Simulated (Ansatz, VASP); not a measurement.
**AgPd2: VASP beside Ansatz**

Contents of INCAR:

```
  PREC = Accurate
  ENCUT = 600
  EDIFF = 1E-7
  ISMEAR = 0
  SIGMA = 0.1
  LREAL = F
  LASPH = T
  NELM = 100
  ALGO = Normal
  ISIF = 3
  LWAVE = F
  LCHARG = F
  GGA = PE
  IBRION = 2
  NSW = 90
  EDIFFG = -0.04
```

Contents of KPOINTS:

```
Automatic mesh
0
Gamma
  6 6 6
```

File POSCAR:

```
AgPd2
1.0
    0.0000000000      2.9857738800      2.9857738800
    2.9857738800      0.0000000000      2.9857738800
    2.9857738800      2.9857738800      0.0000000000
Ag Pd
1 2
Direct
    0.0000000000      0.0000000000      0.0000000000
    0.2500000000      0.2500000000      0.2500000000
    0.7500000000      0.7500000000      0.7500000000
```

Input for Ansatz:

```yaml
crystal:
  lattice:
    - [0.0, 2.98577388, 2.98577388]
    - [2.98577388, 0.0, 2.98577388]
    - [2.98577388, 2.98577388, 0.0]
  atoms:
    - { symbol: Ag, position: [0.0, 0.0, 0.0] }
    - { symbol: Pd, position: [0.25, 0.25, 0.25] }
    - { symbol: Pd, position: [0.75, 0.75, 0.75] }
basis:
  ecutwfc: 420
kpoints:
  mp_grid: { grid: [6, 6, 6] }
hamiltonian:
  xc: pbe
scf:
  occupations: { method: gaussian, width: 0.1 }
  lower_state_search: "off"
output:
  forces: true
  stress: true
  eigenvalues: true
relax:
  adjacent_minimum: "off"
  f_tol: 0.04
  max_steps: 70
  cell: { stress_tol: 0.4 }
```

Change from the starting cell: species swapped into the Na2S type (Fm-3m, No. 225).

Alike in both runs: task relaxation of cell and atoms; functional PBE; k mesh 6 × 6 × 6; occupations gaussian, width 0.1 eV; no spin polarisation.

|  | VASP | Ansatz |
| --- | --- | --- |
| version | VASP 6.6.1 | Ansatz 0.2.0 |
| potentials or method | VASP PAW PBE potentials, release 64 (Ag, Pd), cutoff 600 eV | scalar-relativistic, plane waves, PAW |
| valence electrons in the cell | 31 | 55 |

|  | VASP | Ansatz | Ansatz less VASP |
| --- | --- | --- | --- |
| gap on the k mesh at the Fermi level, each at its own relaxed structure (eV) | none | none | - |
| relaxed volume (Å³/atom) | 19.39 | 19.42 | +0.031 |
| relaxed length of the cell vector where the two differ most in proportion (Å) | 4.349 | 4.351 | +0.0023 |

A gap of «none» marks a metal or a gap that the smearing closes. VASP's potentials hold 31 valence electrons a cell and Ansatz's 55, so a difference there can come from the potentials and not from the codes.
